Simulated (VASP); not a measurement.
# Mo18HS36 (a cell with a defect) in VASP: a series of runs, part 2 of 2

VASP 6.6.1. Earlier steps stand in the parts before.

**3. Single point, PBE**

Contents of INCAR:

```
PREC = Accurate
ENCUT = 400
EDIFF = 1E-6
ISMEAR = -1
SIGMA = 0.01
LREAL = Auto
LASPH = True
NELM = 120
ALGO = Normal
ISIF = 2
LWAVE = False
LCHARG = False
GGA = PE
NELECT = 468.0
NBANDS = 268
GGA_COMPAT = False
```

Contents of KPOINTS:

```
regular mesh
0
Gamma
  1 1 1
```

Contents of POSCAR:

```
Mo18HS36
1.0
    9.3669868000      0.0000000800      0.0000000000
   -4.6834934700      8.1120484800      0.0000000000
    0.0000000000      0.0000000000     12.0827026900
Mo S H
18 36 1
Direct
    0.2187195390      0.1091990494      0.2514000450
    0.1052529606      0.2233170815      0.7501985468
    0.2190539557      0.4429325085      0.2506614685
    0.1085840085      0.5543705764      0.7502074852
    0.2190112969      0.7758825651      0.2506758693
    0.1052326869      0.8821240417      0.7503019178
    0.5521240117      0.1089557043      0.2506608892
    0.4464136392      0.2233204065      0.7501657727
    0.5521357631      0.4429395318      0.2506581580
    0.4408452263      0.5533481433      0.7500963346
    0.5520689130      0.7758830549      0.2503928200
    0.4408355351      0.8876740545      0.7501257155
    0.8850914263      0.1089579200      0.2506638686
    0.7741510690      0.2199579974      0.7501941604
    0.8854271811      0.4426013895      0.2505095158
    0.7741267323      0.5543752542      0.7502022712
    0.8851232559      0.7758816956      0.2506752072
    0.7751779167      0.8876735581      0.7501334952
    0.2189094165      0.1094995900      0.6231319427
    0.1074644721      0.2205555102      0.3799876665
    0.2190793794      0.1097442877      0.8698456190
    0.1074219118      0.2205863286      0.1220298172
    0.2190062480      0.4436339343      0.6202742211
    0.1076055558      0.5536714928      0.3797951599
    0.2189191339      0.4442674364      0.8798175601
    0.1078838867      0.5538286664      0.1214511387
    0.2189737488      0.7755881881      0.6203268583
    0.1074485930      0.8866459574      0.3800350896
    0.2189097597      0.7747891298      0.8798520722
    0.1074073294      0.8865638573      0.1219965465
    0.5529546176      0.1094788768      0.6202729797
    0.4413437874      0.2205557535      0.3799812937
    0.5536986994      0.1096443097      0.8798011730
    0.4414092605      0.2205825038      0.1220327139
    0.5529749026      0.4436546409      0.6202607308
    0.4410716786      0.5538870947      0.3798778401
    0.5536801702      0.4442542429      0.8798078768
    0.4410463769      0.5538424697      0.1212898337
    0.5522921115      0.7762395616      0.6210219015
    0.4410713565      0.8869233194      0.3798592184
    0.5522680614      0.7762040589      0.8792296949
    0.4410311348      0.8869492068      0.1213063863
    0.8848844939      0.1094833113      0.6202872149
    0.7743347675      0.2204157116      0.3797873802
    0.8842710924      0.1096407315      0.8798140013
    0.7742008285      0.2201414282      0.1214489868
    0.8856187051      0.4429018069      0.6209893757
    0.7743194204      0.5536714862      0.3797943323
    0.8856122940      0.4428977388      0.8795126614
    0.7742024026      0.5538298926      0.1214487386
    0.8849530278      0.7755971805      0.6203258652
    0.7741081505      0.8869229463      0.3798599633
    0.8842183611      0.7747873974      0.8798567897
    0.7741765116      0.8869537646      0.1213055587
    1.2201630655      1.1114056979     -0.0162001007
```

Potentials or basis: VASP PAW PBE potentials, release 64 (Mo_sv, S, H).

On the command line:

```sh
$ cat potpaw_PBE.64/Mo_sv/POTCAR potpaw_PBE.64/S/POTCAR potpaw_PBE.64/H/POTCAR > POTCAR
$ mpirun -np 1 vasp_gam > vasp.out
```

OUTCAR:

```text
PREC = Accurate
   ENCUT = 400
   EDIFF = 1E-6
   ISMEAR = -1
   LREAL = Auto
   LASPH = True
   NELM = 120
   ISIF = 2
   GGA = PE
   NELECT = 468.0

 ion  position               nearest neighbor table
   1  0.219  0.109  0.251-  20 2.38  28 2.38  32 2.38  30 2.39  22 2.39  34 2.39  17 3.12   5 3.12
                            13 3.12   7 3.12   3 3.12   9 3.12
   2  0.105  0.223  0.750-  21 2.34  23 2.38  43 2.38  25 2.38  45 2.38  19 2.40   4 3.09  14 3.09
                            10 3.12  18 3.12   8 3.20   6 3.20
   3  0.219  0.443  0.251-  22 2.38  36 2.38  26 2.38  24 2.38  38 2.38  20 2.39   5 3.12  11 3.12
                             9 3.12  15 3.12   1 3.12  13 3.13
   4  0.109  0.554  0.750-  25 2.38  29 2.38  27 2.38  23 2.38  47 2.39  49 2.39   2 3.09   6 3.09
                            10 3.12  12 3.12  14 3.13  16 3.13
   5  0.219  0.776  0.251-  30 2.38  40 2.38  26 2.38  24 2.38  42 2.38  28 2.39   3 3.12  11 3.12
                             7 3.12  15 3.12   1 3.12  17 3.13
   6  0.105  0.882  0.750-  21 2.34  27 2.38  51 2.38  29 2.38  53 2.38  19 2.40  16 3.09   4 3.09
                            12 3.12  18 3.12   2 3.20   8 3.20
   7  0.552  0.109  0.251-  34 2.38  40 2.38  46 2.38  44 2.38  42 2.38  32 2.39  13 3.12  11 3.12
[... 337 lines left out ...]
      2     -53.3580      2.00000
      3     -53.3567      2.00000
      4     -53.2952      2.00000
      5     -53.2777      2.00000
      6     -53.2775      2.00000
[... 238 lines left out ...]
    245       9.6310      0.00000
    246       9.7341      0.00000
 [bands above 246 left out]

------------------------ aborting loop because EDIFF is reached ----------------------------------------

  FORCE on cell =-STRESS in cart. coord.  units (eV):
  Direction    XX          YY          ZZ          XY          YZ          ZX
  --------------------------------------------------------------------------------------
  -------------------------------------------------------------------------------------
  Total       34.7701363     34.7823882     22.1516725     -0.0017606     -0.0426191     -0.0071148
  in kB       60.6767678     60.6981483     38.6565033     -0.0030723     -0.0743739     -0.0124159
  external PRESSURE =      53.3438065 kB  Pullay stress =       0.0000000 kB

 VOLUME and BASIS-vectors are now :
 -----------------------------------------------------------------------------
  energy-cutoff  :      400.00
  volume of cell :      918.11
      direct lattice vectors                 reciprocal lattice vectors
     9.366986800  0.000000080  0.000000000     0.106757917  0.061636713  0.000000000
    -4.683493470  8.112048480  0.000000000    -0.000000001  0.123273424  0.000000000
     0.000000000  0.000000000 12.082702690     0.000000000  0.000000000  0.082762940

 POSITION                                       TOTAL-FORCE (eV/Angst)
 -----------------------------------------------------------------------------------
      1.53731      0.88583      3.03759         0.000411      0.003318     -0.001449
     -0.06000      1.81156      9.06443        -0.005303      0.001585     -0.009680
     -0.02260      3.59309      3.02867        -0.001695     -0.000903      0.001830
     -1.57929      4.49708      9.06453        -0.004410      0.001604      0.002783
     -1.58237      6.29400      3.02884         0.003563     -0.003172      0.000116
     -3.14571      7.15583      9.06568         0.000437     -0.005249     -0.006733
[... 47 lines left out ...]
      3.09766      7.19501      1.46570         0.000967     -0.000274      0.013293
      1.54050      0.90373     11.88696        -0.000636     -0.004339     -0.035345
 -----------------------------------------------------------------------------------
    total drift:                                0.000653      0.001367     -0.002689

  FREE ENERGIE OF THE ION-ELECTRON SYSTEM (eV)
  ---------------------------------------------------
  free  energy   TOTEN  =      -401.3077368154 eV

  energy  without entropy=     -401.3077368154  energy(sigma->0) =     -401.30773682
```

OSZICAR:

```text
N       E                     dE             d eps       ncg     rms          rms(c)
DAV:   1     0.585135569755E+04    0.58514E+04   -0.25218E+05   600   0.145E+03
DAV:   2     0.180099448846E+03   -0.56713E+04   -0.55155E+04   660   0.454E+02
DAV:   3    -0.392343294924E+03   -0.57244E+03   -0.54968E+03   664   0.125E+02
DAV:   4    -0.424127750705E+03   -0.31784E+02   -0.31456E+02   648   0.257E+01
DAV:   5    -0.425291241340E+03   -0.11635E+01   -0.11579E+01   704   0.466E+00    0.109E+02
DAV:   6    -0.407685363365E+03    0.17606E+02   -0.19035E+02   604   0.248E+01    0.414E+01
DAV:   7    -0.404929444495E+03    0.27559E+01   -0.93771E+01   608   0.168E+01    0.275E+01
DAV:   8    -0.401236621829E+03    0.36928E+01   -0.18323E+01   664   0.804E+00    0.904E+00
DAV:   9    -0.401400589075E+03   -0.16397E+00   -0.22849E+00   712   0.232E+00    0.454E+00
DAV:  10    -0.401317507679E+03    0.83081E-01   -0.76163E-01   624   0.177E+00    0.171E+00
DAV:  11    -0.401312391512E+03    0.51162E-02   -0.12883E-01   648   0.937E-01    0.136E+00
DAV:  12    -0.401308368669E+03    0.40228E-02   -0.20265E-02   688   0.374E-01    0.591E-01
DAV:  13    -0.401307870782E+03    0.49789E-03   -0.30004E-03   648   0.119E-01    0.307E-01
DAV:  14    -0.401307714661E+03    0.15612E-03   -0.10372E-03   688   0.704E-02    0.195E-01
DAV:  15    -0.401307730507E+03   -0.15846E-04   -0.52324E-04   696   0.580E-02    0.105E-01
DAV:  16    -0.401307734979E+03   -0.44726E-05   -0.10912E-04   704   0.286E-02    0.596E-02
DAV:  17    -0.401307737428E+03   -0.24487E-05   -0.10413E-05   592   0.741E-03    0.414E-02
DAV:  18    -0.401307736815E+03    0.61259E-06   -0.64864E-06   560   0.539E-03
   1 F= -.40130774E+03 E0= -.40130774E+03  d E =0.000000E+00
```

stdout:

```text
POSCAR found type information on POSCAR MoS H
 POSCAR found :  3 types and      55 ions
 scaLAPACK will be used
 LDA part: xc-table for (Slater+PW92), standard interpolation
 POSCAR, INCAR and KPOINTS ok, starting setup
 FFT: planning ... GRIDC
 FFT: planning ... GRID_SOFT
 FFT: planning ... GRID
 WAVECAR not read
 entering main loop
 the old and the new charge density differ
 old charge density:   469.00000 new  468.00000
    0.109E+02
```

Wall time 11 min (1 thread of Intel Xeon 8259CL, shared host); peak memory 0.71 GiB.

Results:

- Free energy: -401.3077 eV
- Largest force: 0.047 eV/Å

Forces on the atoms (eV/Å):
```
Mo   0.000  0.003 -0.001
Mo  -0.005  0.002 -0.010
Mo  -0.002 -0.001  0.002
Mo  -0.004  0.002  0.003
Mo   0.004 -0.003  0.000
Mo   0.000 -0.005 -0.007
Mo   0.005  0.004  0.001
Mo   0.005  0.001 -0.009
Mo   0.002 -0.002  0.002
Mo  -0.001 -0.005  0.000
Mo   0.000  0.006  0.000
Mo  -0.004  0.002 -0.001
Mo  -0.005  0.004  0.001
Mo   0.000 -0.002 -0.001
Mo   0.000 -0.004  0.000
Mo   0.004  0.001  0.003
Mo  -0.003 -0.003  0.000
Mo   0.004  0.002 -0.001
S    0.000  0.001  0.007
S    0.001 -0.001 -0.011
S    0.000  0.003  0.047
S    0.001 -0.001  0.009
S    0.000 -0.002  0.013
S   -0.002  0.000 -0.011
S   -0.001 -0.001 -0.014
S   -0.002  0.000  0.014
S   -0.001  0.000  0.013
S    0.000  0.002 -0.015
S    0.000 -0.002 -0.014
S    0.000  0.001  0.013
S   -0.001  0.003  0.014
S    0.000 -0.001 -0.011
S    0.000  0.001 -0.013
S   -0.001 -0.001  0.009
S    0.001 -0.002  0.013
S    0.000  0.000 -0.013
S    0.002 -0.001 -0.014
S    0.000 -0.001  0.013
S    0.000  0.001  0.011
S   -0.001  0.001 -0.011
S    0.000  0.002 -0.012
S   -0.001  0.000  0.013
S    0.001  0.003  0.014
S    0.000  0.000 -0.011
S    0.000  0.001 -0.013
S    0.000  0.000  0.015
S    0.000  0.000  0.010
S    0.002  0.000 -0.011
S    0.000 -0.001 -0.013
S    0.002  0.000  0.014
S    0.001  0.000  0.013
S    0.000  0.001 -0.011
S    0.000 -0.002 -0.015
S    0.001  0.000  0.013
H   -0.001 -0.004 -0.035
```

Caveat: the k points lie up to 0.77 Å⁻¹ apart; the cell carries a net charge on a neutralising background, which shifts energy and pressure; the cell is charged against a uniform background, so pressure and absolute levels hang on convention.
